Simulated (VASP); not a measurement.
# NiO (Fm-3m) in VASP: a series of runs

Runs on NiO. Level: LDA+U. Tasks: single point.

Program: VASP 6.6.1. These are calculated values, not measurements. Logs are shortened: lines on timing, memory, paths and dates and some standing lists are left out, and cuts for length are marked.

## 1. The cell of the first run

Symmetry: Fm-3m, No. 225, cubic system. The conventional cell has a = 4.183 Å, b = 4.183 Å, c = 4.183 Å, α = 90.00°, β = 90.00°, γ = 90.00°. Ni (site symmetry m-3m) has 6 O at 2.09 Å within 2.8 Å. O (site symmetry m-3m) has 6 Ni at 2.09 Å within 2.8 Å.

## 2. Single point, LDA+U, collinear spin, ferromagnetic start

File INCAR:

```
SYSTEM = NiO
PREC     = Accurate       ! precision mode
ENCUT    = 700            ! plane-wave cutoff, eV
EDIFF    = 1E-6           ! SCF threshold, eV
ISMEAR   = 0              ! smearing method
SIGMA    = 0.05           ! smearing width, eV
LREAL    = .FALSE.        ! projectors in reciprocal space
LASPH    = .TRUE.         ! aspherical terms in the spheres
NELM     = 200            ! most SCF steps
ALGO     = Normal         ! electronic algorithm
ISIF     = 2              ! what is computed and relaxed
LWAVE    = .FALSE.        ! write WAVECAR
LCHARG   = .FALSE.        ! write CHGCAR
ISPIN    = 2              ! spin polarisation
MAGMOM   = 0.5 0          ! initial moments
LORBIT   = 11             ! projections on sites
NUPDOWN  = 0.5            ! fixed moment
LMAXMIX  = 4              ! l up to which the mixer works
LDAU     = .TRUE.         ! DFT+U
LDAUTYPE = 1            
LDAUL    = 2 -1           ! shell
LDAUU    = 6 0            ! U, eV
LDAUJ    = 0.9 0        
LDAUPRINT= 1            
GGA      = CA             ! functional
NBANDS   = 23             ! bands
GGA_COMPAT= .FALSE.
```

File KPOINTS:

```
regular mesh
0
G
  8 8 8
  0 0 0
```

File POSCAR:

```
NiO
1.0
    0.0000000000      2.0913095100      2.0913095100
    2.0913095100      0.0000000000      2.0913095100
    2.0913095100      2.0913095100      0.0000000000
Ni O
1 1
Direct
    0.0000000000      0.0000000000      0.0000000000
    0.5000000000      0.5000000000      0.5000000000
```

Potentials or basis: VASP PAW LDA potentials, release 64 (Ni_sv_GW, O).

Command:

```sh
$ cat potpaw_LDA.64/Ni_sv_GW/POTCAR potpaw_LDA.64/O/POTCAR > POTCAR
$ mpirun -np 1 vasp_std > vasp.out
```

OUTCAR:

```text
SYSTEM = NiO
   PREC = Accurate
   ENCUT = 700
   EDIFF = 1E-6
   ISMEAR = 0
   LREAL = .FALSE.
   LASPH = .TRUE.
   NELM = 200
   ISIF = 2
   ISPIN = 2
   LORBIT = 11
   NUPDOWN = 0.5
   GGA = CA

 ion  position               nearest neighbor table
   1  0.000  0.000  0.000-   2 2.09   2 2.09   2 2.09   2 2.09   2 2.09   2 2.09
   2  0.500  0.500  0.500-   1 2.09   1 2.09   1 2.09   1 2.09   1 2.09   1 2.09

  LATTYP: Found a face centered cubic cell.
 ALAT       =     4.1826190200

  Lattice vectors:

 A1 = (   0.0000000000,   2.0913095100,   2.0913095100)
 A2 = (   2.0913095100,   0.0000000000,   2.0913095100)
 A3 = (   2.0913095100,   2.0913095100,   0.0000000000)

Analysis of symmetry for initial positions (statically):
=====================================================================
 Subroutine PRICEL returns:
 Original cell was already a primitive cell.

 Routine SETGRP: Setting up the symmetry group for a
 face centered cubic supercell.

 Subroutine GETGRP returns: Found 48 space group operations
 (whereof 48 operations were pure point group operations)
 out of a pool of 48 trial point group operations.

The static configuration has the point symmetry O_h .

Analysis of symmetry for dynamics (positions and initial velocities):
=====================================================================
 Subroutine PRICEL returns:
 Original cell was already a primitive cell.

 Routine SETGRP: Setting up the symmetry group for a
 face centered cubic supercell.

 Subroutine GETGRP returns: Found 48 space group operations
 (whereof 48 operations were pure point group operations)
 out of a pool of 48 trial point group operations.

The dynamic configuration has the point symmetry O_h .

Analysis of structural, dynamic, and magnetic symmetry:
=====================================================================
 Subroutine PRICEL returns:
 Original cell was already a primitive cell.

 Routine SETGRP: Setting up the symmetry group for a
 face centered cubic supercell.

 Subroutine GETGRP returns: Found 48 space group operations
 (whereof 48 operations were pure point group operations)
 out of a pool of 48 trial point group operations.

The overall configuration has the point symmetry O_h .

 Subroutine INISYM returns: Found 48 space group operations
 (whereof 48 operations are pure point group operations),
 and found     1 'primitive' translations

----------------------------------------------------------------------------------------

                                     Primitive cell

  volume of cell :      18.2930

  direct lattice vectors                    reciprocal lattice vectors
     0.000000000  2.091309510  2.091309510    -0.239084649  0.239084649  0.239084649
     2.091309510  0.000000000  2.091309510     0.239084649 -0.239084649  0.239084649
     2.091309510  2.091309510  0.000000000     0.239084649  0.239084649 -0.239084649

  length of vectors
     2.957558272  2.957558272  2.957558272     0.414106759  0.414106759  0.414106759

  position of ions in fractional coordinates (direct lattice)
     0.000000000  0.000000000  0.000000000
     0.500000000  0.500000000  0.500000000

  ion indices of the primitive-cell ions
   primitive index   ion index
                 1           1
                 2           2

----------------------------------------------------------------------------------------

 KPOINTS: regular mesh

Automatic generation of k-mesh.
 Grid dimensions read from file:
 generate k-points for:    8    8    8

 Generating k-lattice:

  Cartesian coordinates                     Fractional coordinates (reciprocal lattice)
    -0.029885581  0.029885581  0.029885581     0.125000000  0.000000000  0.000000000
     0.029885581 -0.029885581  0.029885581     0.000000000  0.125000000  0.000000000
     0.029885581  0.029885581 -0.029885581     0.000000000  0.000000000  0.125000000

  Length of vectors
     0.051763345  0.051763345  0.051763345

  Shift w.r.t. Gamma in fractional coordinates (k-lattice)
     0.000000000  0.000000000  0.000000000

 Subroutine IBZKPT returns following result:
 ===========================================

 Found     29 irreducible k-points:

 Following reciprocal coordinates:
            Coordinates               Weight
  0.000000  0.000000  0.000000      1.000000
  0.125000  0.000000  0.000000      8.000000
  0.250000  0.000000  0.000000      8.000000
  0.375000  0.000000  0.000000      8.000000
  0.500000  0.000000  0.000000      4.000000
  0.125000  0.125000  0.000000      6.000000
[... 16 lines left out ...]
  0.500000  0.250000  0.125000     48.000000
 -0.375000  0.250000  0.125000     24.000000
 [... further k-points ...]
   k-points           NKPTS =     29   k-points in BZ     NKDIM =     29   number of bands    NBANDS=     23
   number of dos      NEDOS =    301   number of ions     NIONS =      2
   total plane-waves  NPLWV =  21952
   dimension x,y,z NGX =    28 NGY =   28 NGZ =   28
   dimension x,y,z NGXF=    56 NGYF=   56 NGZF=   56
   ions per type =               1   1
   NGX,Y,Z   is equivalent  to a cutoff of  15.74, 15.74, 15.74 a.u.
   NGXF,Y,Z  is equivalent  to a cutoff of  31.48, 31.48, 31.48 a.u.
 SYSTEM =  NiO
   PREC   = accura    normal or accurate (medium, high low for compatibility)
   ISTART =      0    job   : 0-new  1-cont  2-samecut
   ICHARG =      2    charge: 1-file 2-atom 10-const
   ISPIN  =      2    spin polarized calculation?
   LNONCOLLINEAR =      F non collinear calculations
   LSORBIT =      F    spin-orbit coupling
   LASPH  =      T    aspherical Exc in radial PAW
   ENCUT  =  700.0 eV  51.45 Ry    7.17 a.u.   6.38  6.38  6.38*2*pi/ulx,y,z
   NELM   =    200;   NELMIN=  2; NELMDL= -5     # of ELM steps
   EDIFF  = 0.1E-05   stopping-criterion for ELM
   LREAL  =      F    real-space projection
   EDIFFG = 0.1E-04   stopping-criterion for IOM
   NSW    =      0    number of steps for IOM
   IBRION =     -1    ionic relax: 0-MD 1-quasi-New 2-CG
   NFREE  =      0    steps in history (QN), initial steepest desc. (CG)
   ISIF   =      2    stress and relaxation
   ISYM   =      2    0-nonsym 1-usesym 2-fastsym
   POTIM  = 0.5000    time-step for ionic-motion
   TEBEG  =    0.0;   TEEND  =   0.0 temperature during run
   PSTRESS=    0.0 pullay stress
   NELECT =      24.0000    total number of electrons
   NUPDOWN=       0.5000    fix difference up-down
   EMIN   =  10.00;   EMAX   =-10.00  energy-range for DOS
   EFERMI =   0.00;   METHOD = LEGACY
   ISMEAR =     0;   SIGMA  =   0.05  broadening in eV -4-tet -1-fermi 0-gaus
   EFERMI_NEDOS =   21; number of points for ismear=-14 and -15
   IALGO  =     38    algorithm
   IMIX   =      4    mixing-type and parameters
     AMIX     =   0.40;   BMIX     =  1.00
     AMIX_MAG =   1.60;   BMIX_MAG =  1.00
  volume/ion in A,a.u.               =       9.15        61.72
  Fermi-wavevector in a.u.,A,eV,Ry     =   1.792188  3.386745 43.701074  3.211938
  Thomas-Fermi vector in A             =   2.854603
   LORBIT       =     11    0 simple, 1 ext, 2 COOP (PROOUT), +10 PAW based schemes
 LDA+U is selected, type is set to LDAUTYPE =  1
   angular momentum for each species LDAUL =     2   -1
   U (eV)           for each species LDAUU =   6.0  0.0
   J (eV)           for each species LDAUJ =   0.9  0.0
   GGA     = CA    functional components
   LHFCALC =     F    Hartree Fock is set to
   AEXX    =    0.0000 exact exchange contribution
   IVDW    =     0    specifies the selected vdW correction
   LEPSILON=     F    determine dielectric tensor
   LRPA    =     F    only Hartree local field effects (RPA)
 spin polarized calculation
 Gauss-broadening in eV      SIGMA  =   0.05
  energy-cutoff  :      700.00
  volume of cell :       18.29
 maximum number of plane-waves:       783
 NGX is ok and might be reduce to    28
   NGX = 13   NGY = 13   NGZ = 13

atom =   1  type =  1  l = 2

 onsite density matrix

spin component  1

  0.9186  0.0000 -0.0000 -0.0000  0.0000
  0.0000  0.9186  0.0000 -0.0000 -0.0000
 -0.0000  0.0000  0.7437  0.0000 -0.0000
 -0.0000 -0.0000  0.0000  0.9186 -0.0000
  0.0000 -0.0000 -0.0000 -0.0000  0.7437

spin component  2

  0.9201  0.0000 -0.0000 -0.0000 -0.0000
  0.0000  0.9201 -0.0000  0.0000 -0.0000
 -0.0000 -0.0000  0.4660 -0.0000 -0.0000
 -0.0000  0.0000 -0.0000  0.9201 -0.0000
 -0.0000 -0.0000 -0.0000 -0.0000  0.4660

 occupancies and eigenvectors

  o =  0.4660  v =  0.0000  0.0000  0.0000  0.0000  0.0000  0.0000 -0.0000  0.6346  0.0000  0.7728      0.0000  0.0000  0.0000  0.0000  0.0000  0.0000  0.0000  0.0000  0.0000  0.0000
  o =  0.4660  v =  0.0000  0.0000  0.0000  0.0000  0.0000  0.0000 -0.0000  0.7728 -0.0000 -0.6346      0.0000  0.0000  0.0000  0.0000  0.0000  0.0000  0.0000  0.0000  0.0000  0.0000
  o =  0.7437  v =  0.0000 -0.0000  0.3110 -0.0000 -0.9504  0.0000  0.0000  0.0000  0.0000  0.0000      0.0000  0.0000  0.0000  0.0000  0.0000  0.0000  0.0000  0.0000  0.0000  0.0000
  o =  0.7437  v =  0.0000  0.0000  0.9504 -0.0000  0.3110  0.0000  0.0000  0.0000  0.0000  0.0000      0.0000  0.0000  0.0000  0.0000  0.0000  0.0000  0.0000  0.0000  0.0000  0.0000
  o =  0.9186  v =  0.0000  0.7864 -0.0000 -0.6178 -0.0000  0.0000  0.0000  0.0000  0.0000  0.0000      0.0000  0.0000  0.0000  0.0000  0.0000  0.0000  0.0000  0.0000  0.0000  0.0000
  o =  0.9186  v =  0.0000  0.6178  0.0000  0.7864 -0.0000  0.0000  0.0000  0.0000  0.0000  0.0000      0.0000  0.0000  0.0000  0.0000  0.0000  0.0000  0.0000  0.0000  0.0000  0.0000
  o =  0.9186  v =  1.0000  0.0000  0.0000  0.0000  0.0000  0.0000  0.0000  0.0000  0.0000  0.0000      0.0000  0.0000  0.0000  0.0000  0.0000  0.0000  0.0000  0.0000  0.0000  0.0000
  o =  0.9201  v =  0.0000  0.0000  0.0000  0.0000  0.0000  0.0000  0.9976  0.0000 -0.0686  0.0000      0.0000  0.0000  0.0000  0.0000  0.0000  0.0000  0.0000  0.0000  0.0000  0.0000
  o =  0.9201  v =  0.0000  0.0000  0.0000  0.0000  0.0000  0.0000  0.0686  0.0000  0.9976 -0.0000      0.0000  0.0000  0.0000  0.0000  0.0000  0.0000  0.0000  0.0000  0.0000  0.0000
  o =  0.9201  v =  0.0000  0.0000  0.0000  0.0000  0.0000  1.0000  0.0000  0.0000  0.0000  0.0000      0.0000  0.0000  0.0000  0.0000  0.0000  0.0000  0.0000  0.0000  0.0000  0.0000

 number of electron      24.0000000 magnetization       0.5000000

 Free energy of the ion-electron system (eV)
  ---------------------------------------------------
  ext. energy  EPLUGINS =         0.00000000
  ---------------------------------------------------
  free energy    TOTEN  =       -10.64844870 eV

  energy without entropy =      -10.64577200  energy(sigma->0) =      -10.64711035

 E-fermi :   7.0940     XC(G=0): -13.5301

 val. band max:        7.0806502996   @ k =   0.5000   0.3750   0.0000
 cond. band min:       5.8449962157   @ k =   0.3750   0.1250   0.0000
 fundamental gap:     -1.2356540839
 Fermi energy:         5.7225556538

 spin component 1

 k-point     1 :       0.0000    0.0000    0.0000
  band No.  band energies     occupation
      1     -95.1763      1.00000
      2     -56.1964      1.00000
      3     -56.1964      1.00000
      4     -56.1964      1.00000
      5     -13.6284      1.00000
      6       3.1220      1.00000
[... 1241 lines left out ...]
     22      36.8669      0.00000
     23      37.6216      0.00000

 [... further k-points ...]

------------------------ aborting loop because EDIFF is reached ----------------------------------------

  FORCE on cell =-STRESS in cart. coord.  units (eV):
  Direction    XX          YY          ZZ          XY          YZ          ZX
  --------------------------------------------------------------------------------------
  -------------------------------------------------------------------------------------
  Total       -2.4210560     -2.4210560     -2.4210560     -0.0000000      0.0000000     -0.0000000
  in kB     -212.0461981   -212.0461981   -212.0461981     -0.0000000      0.0000000     -0.0000000
  external PRESSURE =    -212.0461981 kB  Pullay stress =       0.0000000 kB

 VOLUME and BASIS-vectors are now :
 -----------------------------------------------------------------------------
  energy-cutoff  :      700.00
  volume of cell :       18.29
      direct lattice vectors                 reciprocal lattice vectors
     0.000000000  2.091309510  2.091309510    -0.239084649  0.239084649  0.239084649
     2.091309510  0.000000000  2.091309510     0.239084649 -0.239084649  0.239084649
     2.091309510  2.091309510  0.000000000     0.239084649  0.239084649 -0.239084649

 POSITION                                       TOTAL-FORCE (eV/Angst)
 -----------------------------------------------------------------------------------
      0.00000      0.00000      0.00000         0.000000      0.000000      0.000000
      2.09131      2.09131      2.09131         0.000000     -0.000000     -0.000000
 -----------------------------------------------------------------------------------
    total drift:                                0.000000      0.000000      0.000000

  FREE ENERGIE OF THE ION-ELECTRON SYSTEM (eV)
  ---------------------------------------------------
  free  energy   TOTEN  =       -10.6484486968 eV

  energy  without entropy=      -10.6457720008  energy(sigma->0) =      -10.64711035

 total charge

# of ion       s       p       d       f       tot
--------------------------------------------------
    1        2.146   6.200   7.906   0.009  16.260
    2        1.556   3.345   0.000   0.000   4.901
--------------------------------------------------
tot          3.701   9.545   7.906   0.009  21.161

 magnetization (x)

# of ion       s       p       d       f       tot
--------------------------------------------------
    1        0.004   0.005   0.550   0.000   0.559
    2        0.007  -0.066   0.000   0.000  -0.059
--------------------------------------------------
tot          0.012  -0.062   0.550   0.000   0.500
```

Wall time 43 s (1 thread of AMD EPYC 7R13 (Zen 3), shared host); peak memory 0.15 GiB.

What came out:

* Free energy: -10.6484 eV
* Pressure: -21.2 GPa
* Net moment: 0.50 μB per cell
* Site moments: Ni +0.56; O -0.06 μB
* Valence electrons inside the program's atomic spheres: Ni 16.26; O 4.90

Eigenvalues of the final occupation matrices:
| site | spin | trace | eigenvalues |
| --- | --- | --- | --- |
| site 1 d | 1 | 4.24 | 0.74 0.74 0.92 0.92 0.92 |
| site 1 d | 2 | 3.69 | 0.47 0.47 0.92 0.92 0.92 |

Caveat: the cell stands under tension; the total moment is fixed, so each spin has its own Fermi level and the state may be an excited one; a cell with one magnetic atom can't hold antiferromagnetic order, which such compounds often take. The state reached can hang on the start; a lower one may exist.

## 3. Single point, LDA+U, collinear spin, ferromagnetic start

File INCAR:

```
PREC = Accurate ; ENCUT = 700
EDIFF = 1E-6 ; ISMEAR = 0
SIGMA = 0.05 ; LREAL = F
LASPH = T ; NELM = 200
ALGO = Normal ; ISIF = 2
LWAVE = F ; LCHARG = F
ISPIN = 2 ; MAGMOM = 1.85 0.26
LORBIT = 11 ; LMAXMIX = 4
LDAU = T ; LDAUTYPE = 1
LDAUL = 2 -1 ; LDAUU = 6 0
LDAUJ = 0.9 0 ; LDAUPRINT = 1
NBANDS = 23 ; GGA_COMPAT = F
```

File KPOINTS:

```
Automatic mesh
0
Gamma
  8 8 8
```

POSCAR is that of step 2.

Potentials or basis: VASP PAW LDA potentials, release 64 (Ni_sv_GW, O).

Command:

```sh
$ cat potpaw_LDA.64/Ni_sv_GW/POTCAR potpaw_LDA.64/O/POTCAR > POTCAR
$ mpirun -np 1 vasp_std > vasp.out
```

It took 62 s on 1 thread of Intel Xeon Platinum 8259CL at 2.50GHz (Skylake/Cascade Lake), shared host; peak memory 0.18 GiB.

The run converged. Its results:

```
Free energy                                           : -12.2345 eV
Pressure                                              : -9.0 GPa
Band gap on the k mesh                                : 1.80 eV (least direct gap 2.76 eV)
Net moment                                            : 2.00 μB per cell
Site moments                                          : Ni +1.74; O +0.21 μB
Valence electrons inside the program's atomic spheres : Ni 16.13; O 5.00
```

Levels at points of the mesh, in eV from the valence-band top:
Spin up:
```csv
k point,band 11,band 12,band 13,band 14,band 15,band 16
"(0.00, 0.00, 0.00)",-1.92,-1.92,-1.92,2.21,18.17,18.79
"(0.50, 0.00, 0.00)",-2.50,0.00,0.00,6.09,10.57,14.29
"(0.50, 0.50, 0.00)",-3.31,-3.15,-3.15,6.43,11.23,12.09
```
Spin down:
```tsv
k point	band 7	band 8	band 9	band 10	band 11	band 12	band 13	band 14	band 15	band 16
(0.00, 0.00, 0.00)	-3.33	-3.33	-1.53	-1.53	-1.53	1.80	1.80	2.57	18.21	19.02
(0.50, 0.00, 0.00)	-3.96	-3.96	-2.00	-2.00	-1.78	4.35	4.35	6.32	11.05	14.64
(0.50, 0.50, 0.00)	-4.13	-2.94	-2.94	-2.37	-2.37	2.29	2.83	6.94	11.57	12.36
```

Eigenvalues of the final occupation matrices:
```tsv
site	spin	trace	eigenvalues
site 1 d	1	4.74	0.93 0.93 0.93 0.97 0.97
site 1 d	2	3.01	0.12 0.12 0.93 0.93 0.93
```

Caveat: the cell stands under tension; a cell with one magnetic atom can't hold antiferromagnetic order, which such compounds often take. A k mesh can miss the band edges.
